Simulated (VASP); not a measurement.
## Zn8O6F (a cell with a defect): single point with PBE+D3(BJ)

Zn8O6F (a cell with a defect):

```
CELL_PARAMETERS angstrom
-3.23735 -5.60726 0.00000
4.85603 -2.80363 0.00000
0.00000 0.00000 5.22206
ATOMIC_POSITIONS crystal
Zn 0.51900 0.60833 0.50842
Zn 0.50118 0.32598 0.06559
Zn 0.26565 0.16528 0.38307
Zn 0.26634 0.83766 0.01417
Zn 0.99753 0.67607 0.51104
Zn 0.00076 0.33865 0.00393
Zn 0.70977 0.20607 0.50542
Zn 0.75032 0.84024 0.02077
O 0.50867 0.65090 0.89957
O 0.26765 0.79537 0.40104
O 0.00615 0.67702 0.89574
O 0.98479 0.34048 0.38311
O 0.74518 0.17328 0.89264
O 0.74566 0.85559 0.40376
F 0.21502 0.15500 0.77067
```

- Program: VASP 6.6.1
- Task: single point
- Functional: PBE
- Dispersion: D3(BJ)
- Potentials or basis: VASP PAW PBE potentials, release 64 (Zn, O, F)
- Cutoff: 520 eV
- k mesh: 2 × 2 × 2
- Occupations: fermi-dirac, width 0.05 eV
- Spin: no spin polarisation
- Dipole correction: no
- Charge: -1
- Further INCAR settings: LREAL = Auto; ALGO = Normal; EDIFF = 1e-06; NBANDS = 82; NELECT = 140.0

```yaml
Largest_force: 0.067 eV/Å
Dispersion_energy_per_atom: -0.223 eV
```

Forces on the atoms (eV/Å):
```
Zn  -0.031  0.013 -0.008
Zn   0.000  0.055  0.039
Zn   0.000 -0.032 -0.034
Zn   0.043 -0.015 -0.007
Zn   0.003  0.001  0.007
Zn  -0.027 -0.023 -0.006
Zn   0.026  0.013 -0.010
Zn  -0.011 -0.009 -0.001
O   -0.037  0.011 -0.018
O    0.009 -0.027  0.006
O    0.004 -0.006 -0.009
O   -0.016  0.001  0.021
O    0.009  0.023 -0.010
O    0.030  0.022  0.017
F   -0.003 -0.024  0.014
```

Levels at points of the mesh, in eV from the Fermi level:
| k point | band 67 | band 68 | band 69 | band 70 | band 71 | band 72 | band 73 | band 74 |
| --- | --- | --- | --- | --- | --- | --- | --- | --- |
| (0.00, 0.00, 0.00) | -3.18 | -2.95 | -2.86 | -0.27 | 0.27 | 2.10 | 2.28 | 2.66 |
| (0.50, 0.00, 0.00) | -3.07 | -3.00 | -2.53 | -1.65 | 1.02 | 1.75 | 2.37 | 2.63 |
| (0.00, 0.50, 0.00) | -3.03 | -2.92 | -2.69 | -0.93 | 0.47 | 1.59 | 2.28 | 2.67 |
| (0.50, 0.50, 0.00) | -3.21 | -3.08 | -2.48 | -1.12 | 0.41 | 1.38 | 2.07 | 3.09 |
| (0.00, 0.00, 0.50) | -3.31 | -3.21 | -3.04 | -0.98 | 1.22 | 1.50 | 2.07 | 2.59 |
| (0.50, 0.00, 0.50) | -3.46 | -3.27 | -2.74 | -1.11 | 0.57 | 1.34 | 2.19 | 2.76 |
| (0.00, 0.50, 0.50) | -3.48 | -3.28 | -2.81 | -0.79 | 0.85 | 1.18 | 2.06 | 2.41 |
| (0.50, 0.50, 0.50) | -3.64 | -3.50 | -2.69 | -0.92 | 1.01 | 1.31 | 1.48 | 2.52 |

Run time: 3.5 min on 1 thread of AMD EPYC 7R43 64-Core Processor (Zen 3), on a shared host, peak memory 0.28 GiB.

Caveat: the k points lie up to 0.60 Å⁻¹ apart; the cell carries a net charge on a neutralising background, which shifts energy and pressure; the cell is charged against a uniform background, so pressure and absolute levels hang on convention.
